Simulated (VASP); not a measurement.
TaN, 6 atoms in the cell. The structure is hexagonal, space group P6/mmm (No. 191). Conventional cell: a = 5.185 Å, b = 5.185 Å, c = 2.908 Å, α = 90.00°, β = 90.00°, γ = 120.00°. Within 3.4 Å of Ta (site symmetry 6/mmm) lie 6 N at 2.59 Å and 14 Ta at 2.91 to 3.33 Å. Ta (site symmetry -6m2) has 6 N at 2.09 Å within 2.8 Å. Within 2.8 Å of N (site symmetry mmm) lie 6 Ta at 2.09 to 2.59 Å and 4 N at 2.59 Å. 

* Program: VASP 6.6.1
* Task: single point
* Functional: PBE
* Potentials or basis: VASP PAW PBE potentials, release 64 (Ta_pv, N)
* Cutoff: 520 eV
* k mesh: 4 × 4 × 7
* Occupations: gaussian, width 0.05 eV
* Spin: collinear spin, ferromagnetic start
* Starting moments: [2.0, 2.0, 2.0, 0.0, 0.0, 0.0] μB
* Dipole correction: no
* Further INCAR settings: ALGO = Normal; EDIFF = 1e-06; NBANDS = 37

Potentials or basis: VASP PAW PBE potentials, release 64 (Ta_pv, N).

Launch:

```console
$ cat potpaw_PBE.64/Ta_pv/POTCAR potpaw_PBE.64/N/POTCAR > POTCAR
$ mpirun -np 1 vasp_std > vasp.out
```

Hardware: 1 thread of Intel(R) Xeon(R) 6975P-C (Granite Rapids) (shared host).

Task: How long does it take, and how much memory?

Result: Wall time 32 s on 1 thread of Intel(R) Xeon(R) 6975P-C (Granite Rapids), on a shared host, peak memory 0.24 GiB. Counts: scf iterations 15, k points 16.
